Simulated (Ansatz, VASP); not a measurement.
# Two plane-wave programs on PdPt2

```
CELL_PARAMETERS angstrom
5.16096 0.00000 0.00000
0.00000 5.16096 0.00000
0.00000 0.00000 2.51849
ATOMIC_POSITIONS crystal
Pd 0.00000 0.00000 0.50000
Pt 0.00000 0.50000 0.50000
Pt 0.50000 0.00000 0.50000
```

Alike in both runs: functional PBE; k mesh 10 × 10 × 18; occupations gaussian, width 0.1 eV; no spin polarisation.

Ansatz relaxed the structure, and its values are those at the end. VASP's run is a single point on that final structure, the one shown.

```csv
,VASP,Ansatz
version,VASP 6.6.1,Ansatz 0.2.0
potentials or method,"VASP PAW PBE potentials, release 64 (Pd, Pt), cutoff 520 eV","scalar-relativistic, plane waves, PAW"
valence electrons in the cell,30,54
```

```tsv
	VASP	Ansatz	Ansatz less VASP
gap on the k mesh at the Fermi level (eV)	none	none	-
pressure (GPa)	-0.3	0.0	+0.33
```

A gap of «none» marks a metal or a gap that the smearing closes. VASP's potentials hold 30 valence electrons a cell and Ansatz's 54, so a difference there can come from the potentials and not from the codes.

Neither program's run includes spin-orbit coupling.
